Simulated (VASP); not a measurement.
A run of VASP 6.6.1:

The input INCAR:

```
SYSTEM = Ir
PREC = Accurate
ENCUT = 520
EDIFF = 1E-7
ISMEAR = 0
SIGMA = 0.15
LREAL = .False.
LASPH = .True.
NELM = 80
ALGO = Fast
ISIF = 2
LWAVE = .False.
LCHARG = .False.
NBANDS = 10
```

File KPOINTS:

```
regular mesh
0
Gamma
  22 22 22
  0 0 0
```

POSCAR

```
Ir
1.0
    0.0000000000      2.1306022431      1.5645012271
    2.1306022431      0.0000000000      1.5645012271
    2.1306022431      2.1306022431      0.0000000000
Ir
1
Direct
    0.0000000000      0.0000000000      0.0000000000
```

Potentials or basis: VASP PAW LDA potentials, release 64 (Ir).

The run is started by

```sh
$ cat potpaw_LDA.64/Ir/POTCAR > POTCAR
$ mpirun -np 1 vasp_std > vasp.out
```

Hardware: 1 thread of Intel Xeon 8259CL (shared host).

Question: Estimate the wall time of this run.

Answer: It took 3.1 min on 1 thread of Intel Xeon 8259CL, with other jobs on the host, peak memory 0.24 GiB. Counts: scf iterations 15, k points 834.
